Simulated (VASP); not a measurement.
Wanted: the native input for a VASP 6.6.1 run.

* Task: single point
* Functional: PBE
* Potentials or basis: VASP PAW PBE potentials, release 64 (Si, C)
* Cutoff: 520 eV
* k mesh: 9 × 9 × 1
* Occupations: gaussian, width 0.05 eV
* Spin: collinear spin, ferromagnetic start
* Starting moments: [0.0, 0.0, 0.0, 0.0, 2.0] μB
* Dipole correction: yes
* Further INCAR settings: ALGO = Normal; EDIFF = 1e-07; NBANDS = 22

The structure of Si4C lies in POSCAR:

```
Si4C
1.0
    3.8675355701      0.0000000000      0.0000000000
   -1.9337677851      3.3493840538      0.0000000000
    0.0000000000      0.0000000000     19.4372967090
Si C
4 1
Direct
    0.3333333333      0.6666666667      0.2057899336
    0.0000000000      0.0000000000      0.2464055298
    0.0000000000      0.0000000000      0.3748662321
    0.6666666667      0.3333333334      0.4083539408
    0.6666666667      0.8333333334      0.4447779055
```

These files were run (other wordings do the same):

INCAR

```
ALGO = Normal
DIPOL = 0.5 0.5 0.336
EDIFF = 1E-7
ENCUT = 520
GGA = PE
IDIPOL = 3
ISIF = 2
ISMEAR = 0
ISPIN = 2
LASPH = True
LCHARG = False
LDIPOL = True
LORBIT = 11
LREAL = False
LWAVE = False
MAGMOM = 0 0 0 0 2
NBANDS = 22
NELM = 150
PREC = Accurate
SIGMA = 0.05
```

KPOINTS

```
k-points
0
Gamma
  9 9 1
```

Potentials or basis: VASP PAW PBE potentials, release 64 (Si, C).

Run with:

```bash
$ cat potpaw_PBE.64/Si/POTCAR potpaw_PBE.64/C/POTCAR > POTCAR
$ mpirun -np 1 vasp_std > vasp.out
```

It gave:

The largest force is 3.162 eV/Å, the band gap on the k mesh is 0.11 eV, direct and the net moment is 0.00 μB per cell. The valence electrons inside the program's atomic spheres are Si 1.63, 1.64, 1.72, 1.59; C 2.30.

It took 6.2 min on 1 thread of Intel(R) Xeon(R) 6975P-C (Granite Rapids), on a shared host, peak memory 0.58 GiB.
